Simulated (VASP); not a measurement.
Here is a VASP 6.6.1 calculation.

File INCAR:

```
  PREC = Accurate
  ENCUT = 520
  EDIFF = 1E-7
  ISMEAR = -1
  SIGMA = 0.05
  LREAL = Auto
  LASPH = True
  NELM = 80
  ALGO = Normal
  ISIF = 2
  LWAVE = False
  LCHARG = False
  GGA = PE
  IVDW = 12
  NBANDS = 82
```

File KPOINTS:

```
Automatic mesh
0
Gamma
  1 1 1
```

The input POSCAR:

```
H3CCl
1.0
    9.0287150000      0.0000000000      0.0000000000
    0.0000000000      9.0287150000      0.0000000000
    0.0000000000      0.0000000000      9.0287150000
C Cl H
8 8 24
Direct
    0.1385246959      0.7438046278      0.3208208477
    0.4370943152      0.4021280991      0.4433078240
    0.9759971380      0.4370721636      0.6594958419
    0.8502428086      0.1596683470      0.2777360898
    0.8342272405      0.0131690944      0.7646713846
    0.4315342770      0.1786189951      0.0395626620
    0.4185866981      0.7201910792      0.9226340625
    0.5448394373      0.7860033238      0.3053147652
    0.0779069890      0.8048653657      0.5005363443
    0.4362414807      0.2015569214      0.4347905544
    0.7803989826      0.4504627735      0.6982056694
    0.9926772525      0.2919906100      0.2168747158
    0.8760493603     -0.0538282580      0.9425150755
    0.3625100582      0.2449628768     -0.1383031805
    0.2496479289      0.7969351120      0.9054887656
    0.5151452892      0.8475070926      0.5062292918
    0.0847407411      0.8250121972      0.2511542340
    0.2683770614      0.7493535902      0.3020695636
    0.0992389282      0.6167655087      0.2855555857
    0.4085963506      0.4410815936      0.5562696353
    0.5427904192      0.4656255071      0.4194063053
    0.3418094380      0.4408157750      0.3737630438
    1.0242099789      0.3419423473      0.7165803772
    0.9883023221      0.3951392862      0.5368759563
    1.0115725217      0.5540434048      0.6956803931
    0.8971708599      0.1219553392      0.3857470304
    0.7408916994      0.1934937585      0.2437556175
    0.8770351041      0.0698105987      0.2120899818
    0.7867010976      0.1239489783      0.7853498532
    0.9316829693      0.0245882166      0.7020268111
    0.7409138510     -0.0628660889      0.7271909679
    0.4023717661      0.0665875487      0.0489659935
    0.5523709631      0.1637774589      0.0432176672
    0.3837312397      0.2398237180      0.1357114495
    0.4668216906      0.6777930193      0.8242811962
    0.5129633619      0.7871330527      0.9623739369
    0.3990379583      0.6307209830      0.9922452974
    0.5864621931      0.8954098119      0.2440325118
    0.6339772603      0.7143541467      0.2857660254
    0.4400404709      0.7558107660      0.2621746284
```

Potentials or basis: VASP PAW PBE potentials, release 64 (C, Cl, H).

The run is started by

```sh
$ cat potpaw_PBE.64/C/POTCAR potpaw_PBE.64/Cl/POTCAR potpaw_PBE.64/H/POTCAR > POTCAR
$ mpirun -np 1 vasp_gam > vasp.out
```

**Question.** What does it give for the band gap on the k mesh?

**Answer.** 4.89 eV.

**Question.** What does it give for the pressure?

**Answer.** -0.9 GPa.

**Question.** What does it give for the dispersion energy per atom?

**Answer.** -0.042 eV.

**Question.** What does it give for the largest force?

**Answer.** 4.770 eV/Å.

Forces in eV/Å, atoms in the order of the input:
```
C    0.968 -2.251 -0.977
C   -0.628  1.241  0.246
C   -0.166  0.288 -1.406
C    2.280  0.690  0.729
C   -3.012  0.089  0.880
C    0.165  0.828  0.021
C    2.275  0.250  0.115
C    0.793  4.679  0.479
Cl   0.424 -0.557 -0.197
Cl   0.443  0.902  0.151
Cl  -0.142 -0.422 -0.004
Cl  -0.567  0.084  0.074
Cl   0.503 -0.491  0.909
Cl   0.524 -0.166  0.854
Cl  -1.794  1.554 -0.464
Cl   0.359 -1.006 -1.843
H    0.024 -0.041 -0.744
H   -2.513  0.024  0.805
H    0.655  2.846  1.116
H    0.053 -0.603 -0.117
H   -0.650 -1.256 -0.272
H    0.792 -0.198  0.103
H    0.026  0.335  0.841
H   -0.119  1.572  1.532
H    0.420 -1.815 -0.948
H   -1.495  0.698  0.055
H   -0.510  0.543  0.925
H    0.332 -1.953 -1.635
H    0.035 -0.147 -0.371
H    1.113 -0.325 -1.082
H    1.297  0.840 -0.401
H   -1.246 -1.646  0.024
H    0.138  1.072 -0.261
H    0.404 -0.081 -0.735
H   -0.094 -0.540 -1.558
H   -0.641  0.510  0.463
H    0.301 -1.794  1.428
H   -1.035 -1.670  1.110
H    1.032 -1.574  0.490
H   -0.742 -0.510 -0.338
```

Caveat: the k points lie up to 0.70 Å⁻¹ apart.
